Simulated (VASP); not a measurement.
# SiNi (Pnma) in VASP: a series of runs, part 3 of 3

VASP 6.6.1. Earlier steps stand in the parts before.

## Step 6: Single point, PBEsol (volume scaled by 1.10, then relaxed in part)

INCAR

```
PREC = Accurate
ENCUT = 520
EDIFF = 1E-6
ISMEAR = 0
SIGMA = 0.1
LREAL = F
LASPH = T
NELM = 100
ALGO = Normal
ISIF = 2
LWAVE = F
LCHARG = F
GGA = PS
NBANDS = 38
```

KPOINTS

```
regular mesh
0
Gamma
  8 10 6
```

POSCAR

```
SiNi
1.0
    5.2385372658      0.0000000000      0.0000000000
    0.0000000000      3.4436036713      0.0000000000
    0.0000000000      0.0000000000      5.7584786354
Si Ni
4 4
Direct
    0.3164165137      0.7500000000      0.0832423479
    0.1835834863      0.2500000000      0.5832423479
    0.8164165137      0.7500000000      0.4167576521
    0.6835834863      0.2500000000      0.9167576521
    0.0052148473      0.2500000000      0.1926215843
    0.4947851527      0.7500000000      0.6926215843
    0.5052148473      0.2500000000      0.3073784157
    0.9947851527      0.7500000000      0.8073784157
```

Potentials or basis: VASP PAW PBE potentials, release 64 (Si, Ni).

Launch:

```
> cat potpaw_PBE.64/Si/POTCAR potpaw_PBE.64/Ni/POTCAR > POTCAR
> mpirun -np 1 vasp_std > vasp.out
```

OUTCAR:

```text
PREC = Accurate
   ENCUT = 520
   EDIFF = 1E-6
   ISMEAR = 0
   LREAL = F
   LASPH = T
   NELM = 100
   ISIF = 2
   GGA = PS

 ion  position               nearest neighbor table
   1  0.316  0.750  0.083-   8 2.32   7 2.37   7 2.37   6 2.44   5 2.45   5 2.45   4 2.75   4 2.75

   2  0.184  0.250  0.583-   7 2.32   8 2.37   8 2.37   5 2.44   6 2.45   6 2.45   3 2.75   3 2.75

   3  0.816  0.750  0.417-   6 2.32   5 2.37   5 2.37   8 2.44   7 2.45   7 2.45   2 2.75   2 2.75

   4  0.684  0.250  0.917-   5 2.32   6 2.37   6 2.37   7 2.44   8 2.45   8 2.45   1 2.75   1 2.75

   5  0.005  0.250  0.193-   4 2.32   3 2.37   3 2.37   2 2.44   1 2.45   1 2.45   7 2.70   7 2.70
                             8 2.81   8 2.81
   6  0.495  0.750  0.693-   3 2.32   4 2.37   4 2.37   1 2.44   2 2.45   2 2.45   8 2.70   8 2.70
                             7 2.81   7 2.81
   7  0.505  0.250  0.307-   2 2.32   1 2.37   1 2.37   4 2.44   3 2.45   3 2.45   5 2.70   5 2.70
                             6 2.81   6 2.81
   8  0.995  0.750  0.807-   1 2.32   2 2.37   2 2.37   3 2.44   4 2.45   4 2.45   6 2.70   6 2.70
                             5 2.81   5 2.81

  LATTYP: Found a simple orthorhombic cell.
 ALAT       =     3.4436036713
 B/A-ratio  =     1.5212369848
 C/A-ratio  =     1.6722245604

  Lattice vectors:

 A1 = (   0.0000000000,  -3.4436036713,   0.0000000000)
 A2 = (   5.2385372658,   0.0000000000,   0.0000000000)
 A3 = (   0.0000000000,   0.0000000000,   5.7584786354)

Analysis of symmetry for initial positions (statically):
=====================================================================
 Subroutine PRICEL returns:
 Original cell was already a primitive cell.

 Routine SETGRP: Setting up the symmetry group for a
 simple orthorhombic supercell.

 Subroutine GETGRP returns: Found  8 space group operations
 (whereof  2 operations were pure point group operations)
 out of a pool of  8 trial point group operations.

The static configuration has the point symmetry S_2 .
 The point group associated with its full space group is D_2h.
[... 151 lines left out ...]
   GGA     = PS    functional components
   LHFCALC =     F    Hartree Fock is set to
   AEXX    =    0.0000 exact exchange contribution
   IVDW    =     0    specifies the selected vdW correction
   LEPSILON=     F    determine dielectric tensor
   LRPA    =     F    only Hartree local field effects (RPA)
 non-spin polarized calculation
 Gauss-broadening in eV      SIGMA  =   0.10
  energy-cutoff  :      520.00
  volume of cell :      103.88
 maximum number of plane-waves:      2839
 NGX is ok and might be reduce to    40
   NGX = 19   NGY = 13   NGZ = 21

 number of electron      56.0000002 magnetization

 Free energy of the ion-electron system (eV)
  ---------------------------------------------------
  ext. energy  EPLUGINS =         0.00000000
  ---------------------------------------------------
  free energy    TOTEN  =       -51.83222458 eV

  energy without entropy =      -51.82284120  energy(sigma->0) =      -51.82753289

 E-fermi :   9.3265     XC(G=0): -11.9835

 val. band max:        9.2956105657   @ k =   0.2500   0.0000   0.1667
 cond. band min:       9.3282938645   @ k =   0.3750   0.2000   0.1667
 fundamental gap:      0.0326832989
 Fermi energy:         9.3265449113

 k-point     1 :       0.0000    0.0000    0.0000
  band No.  band energies     occupation
      1      -3.0623      2.00000
      2       0.1522      2.00000
      3       1.3066      2.00000
      4       1.8492      2.00000
      5       3.1762      2.00000
      6       3.6238      2.00000
[... 973 lines left out ...]
     37      15.1570      0.00000
     38      15.7341      0.00000

 [... further k-points ...]

------------------------ aborting loop because EDIFF is reached ----------------------------------------

  FORCE on cell =-STRESS in cart. coord.  units (eV):
  Direction    XX          YY          ZZ          XY          YZ          ZX
  --------------------------------------------------------------------------------------
  -------------------------------------------------------------------------------------
  Total       -8.9093555     -9.0108810     -8.9615178      0.0000000      0.0000000      0.0000000
  in kB     -137.4123951   -138.9782625   -138.2169148      0.0000000      0.0000000      0.0000000
  external PRESSURE =    -138.2025241 kB  Pullay stress =       0.0000000 kB

 VOLUME and BASIS-vectors are now :
 -----------------------------------------------------------------------------
  energy-cutoff  :      520.00
  volume of cell :      103.88
      direct lattice vectors                 reciprocal lattice vectors
     5.238537266  0.000000000  0.000000000     0.190892982  0.000000000  0.000000000
     0.000000000  3.443603671  0.000000000     0.000000000  0.290393464  0.000000000
     0.000000000  0.000000000  5.758478635     0.000000000  0.000000000  0.173656978

 POSITION                                       TOTAL-FORCE (eV/Angst)
 -----------------------------------------------------------------------------------
      1.65756      2.58270      0.47935        -0.001817      0.000000      0.000454
      0.96171      0.86090      3.35859         0.001817      0.000000      0.000454
      4.27683      2.58270      2.39989        -0.001817      0.000000     -0.000454
      3.58098      0.86090      5.27913         0.001817      0.000000     -0.000454
      0.02732      0.86090      1.10921         0.011475     -0.000000      0.000918
      2.59195      2.58270      3.98845        -0.011475      0.000000      0.000918
      2.64659      0.86090      1.77003         0.011475      0.000000     -0.000918
      5.21122      2.58270      4.64927        -0.011475     -0.000000     -0.000918
 -----------------------------------------------------------------------------------
    total drift:                                0.000000      0.000000      0.000000

  FREE ENERGIE OF THE ION-ELECTRON SYSTEM (eV)
  ---------------------------------------------------
  free  energy   TOTEN  =       -51.8322245763 eV

  energy  without entropy=      -51.8228412007  energy(sigma->0) =      -51.82753289
```

stdout:

```text
POSCAR found type information on POSCAR SiNi
 POSCAR found :  2 types and       8 ions
 scaLAPACK will be used
 -----------------------------------------------------------------------------
|                                                                             |
|                                                                             |
|     You enforced a specific xc type in the INCAR file but a different       |
|     I HOPE YOU KNOW WHAT YOU ARE DOING!                                     |
|                                                                             |
 -----------------------------------------------------------------------------

 LDA part: xc-table for (Slater+PW92), standard interpolation
 POSCAR, INCAR and KPOINTS ok, starting setup
 FFT: planning ... GRIDC
 FFT: planning ... GRID_SOFT
 FFT: planning ... GRID
 WAVECAR not read
 entering main loop
```

Wall time 27 min (1 thread of AMD EPYC, shared host); peak memory 0.44 GiB.

Results:

```
Free energy            : -51.8322 eV
Pressure               : -13.8 GPa
Largest force          : 0.012 eV/Å
Band gap on the k mesh : zero (band 28 reaches 10.36 eV, above the bottom of band 29 at 8.60 eV)
```

Forces in eV/Å, atoms in the order of the input:
```
Si  -0.002  0.000  0.000
Si   0.002  0.000  0.000
Si  -0.002  0.000  0.000
Si   0.002  0.000  0.000
Ni   0.011  0.000  0.001
Ni  -0.011  0.000  0.001
Ni   0.011  0.000 -0.001
Ni  -0.011  0.000 -0.001
```

Stress tensor (GPa, compression positive):
```
-13.74   0.00   0.00
  0.00 -13.90   0.00
  0.00   0.00 -13.82
```

Caveat: the PAW data sets were made with another functional, which shifts forces and pressure a little.

## Step 7: The runs side by side

| task | cell | cutoff (eV) | gap on the mesh (eV) | pressure (GPa) | largest force (eV/Å) |
| --- | --- | --- | --- | --- | --- |
| relaxation of shape and atoms at fixed volume | relaxed from a = 5.138, b = 3.391, c = 5.583 Å, 8 atoms | 600 | none | -5.0 | 0.01 |
| single point | a = 5.088, b = 3.358, c = 5.528 Å, 8 atoms | 520 | none | 0.2 | 0.02 |
| single point | a = 5.136, b = 3.383, c = 5.599 Å, 8 atoms | 520 | none | -4.8 | 0.01 |
| single point | a = 5.182, b = 3.408, c = 5.668 Å, 8 atoms | 520 | none | -9.1 | 0.01 |
| single point | a = 5.239, b = 3.444, c = 5.758 Å, 8 atoms | 520 | none | -13.8 | 0.01 |

Alike in all rows: level PBEsol; potentials or basis VASP PAW PBE potentials, release 64 (Si, Ni); no spin polarisation; k mesh 8 × 10 × 6; smearing gaussian 0.1 eV.

Caveats: the PAW data sets were made with another functional, which shifts forces and pressure a little.

Total energies depend on the potentials used, so only differences within one code and one set of settings carry meaning.
